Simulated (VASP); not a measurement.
A run of VASP 6.6.1:

Contents of INCAR:

```
ALGO = Normal ; EDIFF = 1E-6
ENCUT = 520 ; GGA = PE
ISIF = 2 ; ISMEAR = 0
LASPH = True ; LCHARG = True
LELF = True ; LREAL = False
LVHAR = True ; LWAVE = False
NBANDS = 14 ; NELM = 80
PREC = Accurate ; SIGMA = 0.15
```

The input KPOINTS:

```
k-points
0
Gamma
  18 18 18
```

Contents of POSCAR:

```
ZrB
1.0
    0.0000000000      2.3540625000      2.3540625000
    2.3250000000      0.0290625000      2.3250000000
    2.3250000000      2.3250000000      0.0290625000
Zr B
1 1
Direct
    0.0000000000      0.0000000000      0.0000000000
    0.5000000000      0.5000000000      0.5000000000
```

Potentials or basis: VASP PAW PBE potentials, release 64 (Zr_sv, B).

Run with:

```bash
$ cat potpaw_PBE.64/Zr_sv/POTCAR potpaw_PBE.64/B/POTCAR > POTCAR
$ mpirun -np 1 vasp_std > vasp.out
```

Hardware: 1 thread of Intel(R) Xeon(R) 6975P-C (Granite Rapids), with other jobs on the host.

How long does it take, and how much memory?

It took 96 s on 1 thread of Intel(R) Xeon(R) 6975P-C (Granite Rapids) (shared host), peak memory 0.4 GiB. Counts: scf iterations 13, k points 865.
